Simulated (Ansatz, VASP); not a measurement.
One calculation of C, two programs

```
C
1.0
    -1.22267   -2.11645    0.00000
     1.22267   -2.11645    0.00000
     0.00000   -0.47032   13.45153
C
8
Direct
  0.31941 0.31941 0.12500
  0.79163 0.79163 0.37500
  0.26385 0.26385 0.62500
  0.73607 0.73607 0.87500
  0.65281 0.65281 0.12500
  0.12504 0.12504 0.37500
  0.59726 0.59726 0.62500
  0.06948 0.06948 0.87500
```

Alike in both runs: task single point; functional LDA; k mesh 15 × 15 × 3; occupations gaussian, width 0.03 eV; no spin polarisation.

```csv
,VASP,Ansatz
version,VASP 6.6.1,Ansatz 0.2.0
potentials or method,"VASP PAW LDA potentials, release 64 (C), cutoff 520 eV","scalar-relativistic, plane waves, PAW"
valence electrons in the cell,32,32
```

```tsv
	VASP	Ansatz	Ansatz less VASP
gap on the k mesh at the Fermi level (eV)	0.09	0.09	0.000
least direct gap on the mesh (eV)	0.09	0.09	0.000
pressure (GPa)	0.9	0.0	-0.90
traceless stress, the component that is largest in VASP (GPa)	-1.12	-0.10	+1.022
rms of the force components (eV/Å)	0.005	0.005	0.0000
```

Ansatz warns that its potentials were made for another functional, while VASP's fit it. LDA's correlation is that of Perdew and Zunger in VASP and of Perdew and Wang (1992) in Ansatz. Atom by atom the forces differ by 0.000 eV/Å (rms over components).
